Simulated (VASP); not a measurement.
Set up this calculation in VASP 6.6.1, as the native input.

| Property | Result |
| --- | --- |
| Task | single point |
| Functional | LDA |
| Potentials or basis | VASP PAW LDA potentials, release 64 (P) |
| Cutoff | 500 eV |
| k mesh | 9 × 9 × 5 |
| Occupations | gaussian, width 0.02 eV |
| Spin | no spin polarisation |
| Dipole correction | no |
| Further INCAR settings | ALGO = Normal; EDIFF = 1e-06; NBANDS = 12 |

The structure of P lies in POSCAR:

```
P
1.0
    2.7112611771      0.0000000000      0.0000000000
   -1.3556305885      2.3480210556      0.0000000000
    0.0000000000      0.0000000000      4.3577655114
P
2
Direct
    0.3333333333      0.6666666667      0.2500000000
    0.6666666667      0.3333333333      0.7500000000
```

One way to write it, as run:

INCAR

```
  PREC = Accurate
  ENCUT = 500
  EDIFF = 1E-6
  ISMEAR = 0
  SIGMA = 0.02
  LREAL = False
  LASPH = True
  NELM = 120
  ALGO = Normal
  ISIF = 2
  LWAVE = False
  LCHARG = False
  GGA = CA
  NBANDS = 12
  GGA_COMPAT = False
```

KPOINTS

```
regular mesh
0
Gamma
  9 9 5
```

Potentials or basis: VASP PAW LDA potentials, release 64 (P).

The run is started by

```bash
$ cat potpaw_LDA.64/P/POTCAR > POTCAR
$ mpirun -np 1 vasp_std > vasp.out
```

Results of the run:

| Item | Value |
| --- | --- |
| Pressure | -1.2 GPa |
| Band gap on the k mesh | zero (band 5 reaches 15.80 eV, above the bottom of band 6 at 6.21 eV) |

It took 3.2 s on 1 thread of Intel(R) Xeon(R) 6975P-C (Granite Rapids), with other jobs on the host, peak memory 0.12 GiB.
